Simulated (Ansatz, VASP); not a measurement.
## Hf in VASP and in Ansatz

```
Hf
1.0
    -1.80500    1.80500    1.80500
     1.80500   -1.80500    1.80500
     1.80500    1.80500   -1.80500
Hf
1
Cartesian
  0.0000 0.0000 0.0000
```

Alike in both runs: task relaxation of cell and atoms; functional BLYP; k mesh 10 × 10 × 10; occupations fermi-dirac, width 0.05 eV; no spin polarisation.

|  | VASP | Ansatz |
| --- | --- | --- |
| version | VASP 6.6.1 | Ansatz 0.2.0 |
| potentials or method | VASP PAW PBE potentials, release 64 (Hf_pv) | Ansatz PAW |
| plane-wave cutoff (eV) | 600 | 420 |
| valence electrons in the cell | 10 | 26 |

|  | VASP | Ansatz | Ansatz less VASP |
| --- | --- | --- | --- |
| gap on the k mesh at the Fermi level, each at its own relaxed structure (eV) | none | none | - |
| relaxed volume (Å³/atom) | 22.89 | 22.88 | -0.009 |
| relaxed cell length with the largest relative difference (Å) | 3.098 | 3.097 | -0.0004 |

VASP's potentials were made for PBE, not for BLYP. A gap of «none» marks a metal or a gap that the smearing closes. VASP's potentials hold 10 valence electrons a cell and Ansatz's 26, so a difference there can come from the potentials and not from the codes.

Neither program's run includes spin-orbit coupling. Noted on Ansatz's run: the plane-wave basis is chosen anew once the cell has moved, so the energies of steps on either side of that aren't comparable.
